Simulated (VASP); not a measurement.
# TaSiF (P4/mmm) in VASP: further runs, part 2 of 2

VASP 6.6.1. Earlier steps stand in the parts before.

## Step 4: Relaxation of cell and atoms, PBE

This run uses another cell than the first one, of 16.67 Å³/atom, 0.945 times its volume.

INCAR reads:

```
SYSTEM = TaSiF
PREC = Accurate ; ENCUT = 600
EDIFF = 1E-6 ; ISMEAR = 0
SIGMA = 0.1 ; LREAL = .False.
LASPH = .True. ; NELM = 100
ALGO = Normal ; ISIF = 3
LWAVE = .False. ; LCHARG = .False.
GGA = PE ; IBRION = 2
NSW = 100 ; EDIFFG = -0.01
```

KPOINTS reads:

```
Automatic mesh
0
Gamma
  16 16 8
  0 0 0
```

POSCAR reads:

```
TaSiF
1.0
    3.0319864380      0.0000000000      0.0000000000
    0.0000000000      3.0319864380      0.0000000000
    0.0000000000      0.0000000000      5.4389099803
Ta Si F
1 1 1
Direct
    0.0000000000      0.0000000000      0.0000000000
    0.0000000000      0.0000000000      0.5000000000
    0.5000000000      0.5000000000      0.5000000000
```

Potentials or basis: VASP PAW PBE potentials, release 64 (Ta_pv, Si, F).

Launch:

```bash
> cat potpaw_PBE.64/Ta_pv/POTCAR potpaw_PBE.64/Si/POTCAR potpaw_PBE.64/F/POTCAR > POTCAR
> mpirun -np 1 vasp_std > vasp.out
```

OUTCAR:

```text
SYSTEM = TaSiF
   PREC = Accurate
   ENCUT = 600
   EDIFF = 1E-6
   ISMEAR = 0
   LREAL = .False.
   LASPH = .True.
   NELM = 100
   ISIF = 3
   GGA = PE
   IBRION = 2
   NSW = 100
   EDIFFG = -0.01

 ion  position               nearest neighbor table
   1  0.000  0.000  0.000-   2 2.72   2 2.72
   2  0.000  0.000  0.500-   3 2.14   3 2.14   3 2.14   3 2.14   1 2.72   1 2.72
   3  0.500  0.500  0.500-   2 2.14   2 2.14   2 2.14   2 2.14

  LATTYP: Found a simple tetragonal cell.
 ALAT       =     3.0319864380
 C/A-ratio  =     1.7938437693

  Lattice vectors:

 A1 = (   3.0319864380,   0.0000000000,   0.0000000000)
 A2 = (   0.0000000000,   3.0319864380,   0.0000000000)
 A3 = (   0.0000000000,   0.0000000000,   5.4389099803)

Analysis of symmetry for initial positions (statically):
=====================================================================
 Subroutine PRICEL returns:
 Original cell was already a primitive cell.

 Routine SETGRP: Setting up the symmetry group for a
 simple tetragonal supercell.

 Subroutine GETGRP returns: Found 16 space group operations
 (whereof 16 operations were pure point group operations)
 out of a pool of 16 trial point group operations.

The static configuration has the point symmetry D_4h.

Analysis of symmetry for dynamics (positions and initial velocities):
=====================================================================
 Subroutine PRICEL returns:
 Original cell was already a primitive cell.

 Routine SETGRP: Setting up the symmetry group for a
 simple tetragonal supercell.

 Subroutine GETGRP returns: Found 16 space group operations
 (whereof 16 operations were pure point group operations)
 out of a pool of 16 trial point group operations.

The dynamic configuration has the point symmetry D_4h.

 Subroutine INISYM returns: Found 16 space group operations
 (whereof 16 operations are pure point group operations),
 and found     1 'primitive' translations

----------------------------------------------------------------------------------------

                                     Primitive cell

  volume of cell :      49.9996

  direct lattice vectors                    reciprocal lattice vectors
     3.031986438  0.000000000  0.000000000     0.329816779  0.000000000  0.000000000
     0.000000000  3.031986438  0.000000000     0.000000000  0.329816779  0.000000000
     0.000000000  0.000000000  5.438909980     0.000000000  0.000000000  0.183860370

  length of vectors
     3.031986438  3.031986438  5.438909980     0.329816779  0.329816779  0.183860370

  position of ions in fractional coordinates (direct lattice)
     0.000000000  0.000000000  0.000000000
     0.000000000  0.000000000  0.500000000
     0.500000000  0.500000000  0.500000000

  ion indices of the primitive-cell ions
   primitive index   ion index
                 1           1
                 2           2
                 3           3

[... 54 lines left out ...]
   number of dos      NEDOS =    301   number of ions     NIONS =      3
   total plane-waves  NPLWV =  27648
   dimension x,y,z NGX =    24 NGY =   24 NGZ =   48
   dimension x,y,z NGXF=    48 NGYF=   48 NGZF=   96
   ions per type =               1   1   1
   NGX,Y,Z   is equivalent  to a cutoff of  13.16, 13.16, 14.67 a.u.
   NGXF,Y,Z  is equivalent  to a cutoff of  26.32, 26.32, 29.34 a.u.
 SYSTEM =  TaSiF
   PREC   = accura    normal or accurate (medium, high low for compatibility)
   ISTART =      0    job   : 0-new  1-cont  2-samecut
   ICHARG =      2    charge: 1-file 2-atom 10-const
   ISPIN  =      1    spin polarized calculation?
   LNONCOLLINEAR =      F non collinear calculations
   LSORBIT =      F    spin-orbit coupling
   LASPH  =      T    aspherical Exc in radial PAW
   ENCUT  =  600.0 eV  44.10 Ry    6.64 a.u.   6.06  6.06 10.86*2*pi/ulx,y,z
   NELM   =    100;   NELMIN=  2; NELMDL= -5     # of ELM steps
   EDIFF  = 0.1E-05   stopping-criterion for ELM
   LREAL  =      F    real-space projection
   EDIFFG = -.1E-01   stopping-criterion for IOM
   NSW    =    100    number of steps for IOM
   IBRION =      2    ionic relax: 0-MD 1-quasi-New 2-CG
   NFREE  =      1    steps in history (QN), initial steepest desc. (CG)
   ISIF   =      3    stress and relaxation
   ISYM   =      2    0-nonsym 1-usesym 2-fastsym
   POTIM  = 0.5000    time-step for ionic-motion
   TEBEG  =    0.0;   TEEND  =   0.0 temperature during run
   PSTRESS=    0.0 pullay stress
   NELECT =      22.0000    total number of electrons
   NUPDOWN=      -1.0000    fix difference up-down
   EMIN   =  10.00;   EMAX   =-10.00  energy-range for DOS
   EFERMI =   0.00;   METHOD = LEGACY
   ISMEAR =     0;   SIGMA  =   0.10  broadening in eV -4-tet -1-fermi 0-gaus
   EFERMI_NEDOS =   21; number of points for ismear=-14 and -15
   IALGO  =     38    algorithm
   IMIX   =      4    mixing-type and parameters
     AMIX     =   0.40;   BMIX     =  1.00
     AMIX_MAG =   1.60;   BMIX_MAG =  1.00
  volume/ion in A,a.u.               =      16.67       112.47
  Fermi-wavevector in a.u.,A,eV,Ry     =   1.245165  2.353021 21.094963  1.550436
  Thomas-Fermi vector in A             =   2.379399
   LORBIT       =      0    0 simple, 1 ext, 2 COOP (PROOUT), +10 PAW based schemes
   GGA     = PE    functional components
   LHFCALC =     F    Hartree Fock is set to
   AEXX    =    0.0000 exact exchange contribution
   IVDW    =     0    specifies the selected vdW correction
   LEPSILON=     F    determine dielectric tensor
   LRPA    =     F    only Hartree local field effects (RPA)
 conjugate gradient relaxation of ions
 non-spin polarized calculation
 Gauss-broadening in eV      SIGMA  =   0.10
  energy-cutoff  :      600.00
  volume of cell :       50.00
 maximum number of plane-waves:      1712
   NGX = 13   NGY = 13   NGZ = 21

--------------------------------------- Ionic step        1  -------------------------------------------

 number of electron      22.0000004 magnetization

 Free energy of the ion-electron system (eV)
  ---------------------------------------------------
  ext. energy  EPLUGINS =         0.00000000
  ---------------------------------------------------
  free energy    TOTEN  =       -18.42726271 eV

  energy without entropy =      -18.41663163  energy(sigma->0) =      -18.42194717

------------------------ aborting loop because EDIFF is reached ----------------------------------------

  FORCE on cell =-STRESS in cart. coord.  units (eV):
  Direction    XX          YY          ZZ          XY          YZ          ZX
  --------------------------------------------------------------------------------------
  -------------------------------------------------------------------------------------
  Total       -0.1339136     -0.1339136     -0.2026702      0.0000000      0.0000000      0.0000000
  in kB       -4.2911040     -4.2911040     -6.4943271      0.0000000      0.0000000      0.0000000
  external PRESSURE =      -5.0255117 kB  Pullay stress =       0.0000000 kB
[... 61 lines left out ...]
--------------------------------------- Ionic step        3  -------------------------------------------

 number of electron      22.0000003 magnetization

 Free energy of the ion-electron system (eV)
  ---------------------------------------------------
  ext. energy  EPLUGINS =         0.00000000
  ---------------------------------------------------
  free energy    TOTEN  =       -18.42769458 eV

  energy without entropy =      -18.41702412  energy(sigma->0) =      -18.42235935

 E-fermi :   5.0875     XC(G=0): -10.7754

 val. band max:        5.0825045435   @ k =   0.3750   0.1875   0.0000
 cond. band min:       5.0955043017   @ k =   0.4375   0.1875   0.3750
 fundamental gap:      0.0129997582
 Fermi energy:         5.0875312684

 k-point     1 :       0.0000    0.0000    0.0000
  band No.  band energies     occupation
      1     -29.3854      2.00000
      2     -29.1473      2.00000
      3     -29.1473      2.00000
      4     -20.7473      2.00000
      5      -2.6904      2.00000
      6      -2.3555      2.00000
      7      -2.3555      2.00000
      8      -2.2058      2.00000
      9       1.2154      2.00000
     10       3.5524      2.00000
     11       4.6991      2.00000
     12       7.2483      0.00000
     13       7.6882      0.00000
     14       7.6882      0.00000
[... 401 lines left out ...]
      2     -29.3316      2.00000
      3     -29.1748      2.00000
      4     -20.4457      2.00000
      5      -5.7131      2.00000
      6      -2.4447      2.00000
      7      -1.4719      2.00000
      8       1.9416      2.00000
      9       3.9575      2.00000
     10       4.3815      2.00000
     11       4.4632      2.00000
     12       4.6094      2.00000
     13       6.2777      0.00000
     14       7.7440      0.00000
     15       8.9450      0.00000

 [... further k-points ...]
[... 5 lines left out ...]
  --------------------------------------------------------------------------------------
  -------------------------------------------------------------------------------------
  Total       -0.0028945     -0.0028945      0.0139696      0.0000000      0.0000000      0.0000000
  in kB       -0.0932229     -0.0932229      0.4499190      0.0000000      0.0000000      0.0000000
  external PRESSURE =       0.0878244 kB  Pullay stress =       0.0000000 kB
[... 18 lines left out ...]
  FREE ENERGIE OF THE ION-ELECTRON SYSTEM (eV)
  ---------------------------------------------------
  free  energy   TOTEN  =       -18.4276945835 eV

  energy  without entropy=      -18.4170241228  energy(sigma->0) =      -18.42235935

 reached required accuracy - stopping structural energy minimisation
```

Run time: 1.7 min. Hardware: 1 thread of Intel Xeon 6975P-C (Granite Rapids), shared host; peak memory 0.36 GiB.

Results:

```
Free energy                            : -18.4277 eV
Relaxed volume                         : 16.58 Å³/atom
Relaxed cell                           : a = 3.028 Å, b = 3.028 Å, c = 5.427 Å, α = 90.00°, β = 90.00°, γ = 90.00°
Space group after relaxing (to 0.05 Å) : P4/mmm (No. 123)
Energy gained by relaxing              : 0.1 meV/atom
Ionic steps                            : 3
Pressure after relaxing                : 0.0 GPa
Band gap on the k mesh                 : zero (band 11 reaches 5.56 eV, above the bottom of band 12 at 4.54 eV)
```

Step by step:
```csv
step,energy change (eV),largest force (eV/Å),pressure (GPa),volume (Å³)
1,0.0000,0.0000,-0.50,50.00
2,-0.0003,0.0000,0.27,49.62
3,-0.0004,0.0000,0.01,49.75
```

Final structure:
```xyz
3
Lattice="3.0276 0.0000 0.0000 0.0000 3.0276 0.0000 0.0000 0.0000 5.4270" Properties=species:S:1:pos:R:3 pbc="T T T"
Ta    0.0000    0.0000    0.0000
Si    0.0000    0.0000    2.7135
F     1.5138    1.5138    2.7135
```

Levels at points of the mesh, in eV from the Fermi level:
```tsv
k point	band 8	band 9	band 10	band 11	band 12	band 13	band 14	band 15
(0.00, 0.00, 0.00)	-7.29	-3.87	-1.54	-0.39	2.16	2.60	2.60	4.30
(0.50, 0.00, 0.00)	-3.00	-1.58	-0.97	-0.65	-0.54	2.04	2.77	3.05
(0.50, 0.50, 0.00)	-5.35	-2.06	-0.47	-0.47	1.63	3.12	3.12	3.65
(0.00, 0.00, 0.50)	-6.83	-4.01	-1.82	-1.51	2.57	2.57	4.30	4.54
(0.50, 0.00, 0.50)	-3.48	-2.19	-1.57	-1.27	1.41	2.02	2.22	2.64
(0.50, 0.50, 0.50)	-4.49	-1.83	-1.62	-0.16	-0.16	3.61	3.61	5.22
```

Caveat: spin-orbit coupling is left out, which moves the levels of the heavy elements.

## Step 5: Summary

| task | spin | cell | k mesh | cutoff (eV) | gap on the mesh (eV) | pressure (GPa) |
| --- | --- | --- | --- | --- | --- | --- |
| single point | collinear, ferromagnetic start | a = 3.025, b = 3.025, c = 5.781 Å, 3 atoms | 6 × 6 × 4 | 520 | none | -5.1 |
| single point | off | a = 3.028, b = 3.028, c = 5.431 Å, 3 atoms | 16 × 16 × 8 | 520 | none | -0.1 |
| relaxation of cell and atoms | off | relaxed from a = 3.032, b = 3.032, c = 5.439 Å, 3 atoms | 16 × 16 × 8 | 600 | none | 0.0 |

Alike in all rows: level PBE; potentials or basis VASP PAW PBE potentials, release 64 (Ta_pv, Si, F); smearing gaussian 0.1 eV.

Caveats: spin-orbit coupling is left out, which moves the levels of the heavy elements.

Absolute energies hang on the potentials; compare differences alone.
